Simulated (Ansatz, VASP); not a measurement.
**One calculation of Li4SbPt, two programs**

The input INCAR:

```
  PREC = Accurate
  ENCUT = 520
  EDIFF = 1E-6
  ISMEAR = 0
  SIGMA = 0.1
  LREAL = False
  LASPH = True
  NELM = 60
  ALGO = Normal
  ISIF = 2
  LWAVE = False
  LCHARG = False
  GGA = PE
  NBANDS = 22
```

KPOINTS

```
Automatic mesh
0
Gamma
  6 6 2
```

File POSCAR:

```
Li4SbPt
1.0
    3.1087661200      0.0000000000      0.0000000000
    0.0000000000      3.1087661200      0.0000000000
    0.0000000000      0.0000000000      9.3262983500
Li Sb Pt
4 1 1
Direct
    0.0000000000      0.0000000000      0.1666666700
    0.0000000000      0.0000000000      0.8333333300
    0.5000000000      0.5000000000      0.6666666700
    0.5000000000      0.5000000000      0.3333333300
    0.5000000000      0.5000000000      0.0000000000
    0.0000000000      0.0000000000      0.5000000000
```

Input for Ansatz:

```yaml
crystal:
  lattice:
    - [3.10876612, 0.0, 0.0]
    - [0.0, 3.10876612, 0.0]
    - [0.0, 0.0, 9.32629835]
  atoms:
    - { symbol: Li, position: [0.0, 0.0, 0.16666667] }
    - { symbol: Li, position: [0.0, 0.0, 0.83333333] }
    - { symbol: Li, position: [0.5, 0.5, 0.66666667] }
    - { symbol: Li, position: [0.5, 0.5, 0.33333333] }
    - { symbol: Sb, position: [0.5, 0.5, 0.0] }
    - { symbol: Pt, position: [0.0, 0.0, 0.5] }
basis:
  ecutwfc: 420
kpoints:
  mp_grid: { grid: [6, 6, 2] }
hamiltonian:
  xc: pbe
scf:
  occupations: { method: gaussian, width: 0.1 }
  lower_state_search: "off"
output:
  forces: true
  stress: true
  eigenvalues: true
```

Alike in both runs: task single point; functional PBE; k mesh 6 × 6 × 2; occupations gaussian, width 0.1 eV; no spin polarisation.

|  | VASP | Ansatz |
| --- | --- | --- |
| version | VASP 6.6.1 | Ansatz 0.2.0 |
| potentials or method | VASP PAW PBE potentials, release 64 (Li_sv, Sb, Pt), cutoff 520 eV | scalar-relativistic, plane waves, PAW |
| valence electrons in the cell | 27 | 45 |

```csv
,VASP,Ansatz,Ansatz less VASP
gap on the k mesh at the Fermi level (eV),none,none,-
rms of the force components (eV/Å),0.319,0.314,-0.0046
```

Atom by atom the forces differ by 0.005 eV/Å (rms over components). A gap of «none» marks a metal or a gap that the smearing closes. The functional is the same, so the differences come from potentials, cutoffs and numerics. VASP's potentials hold 27 valence electrons a cell and Ansatz's 45, so a difference there can come from the potentials and not from the codes.

Neither program's run includes spin-orbit coupling. Noted on VASP's run: the cutoff is under 1.25 times that of the potentials, so the pressure is a little rough.
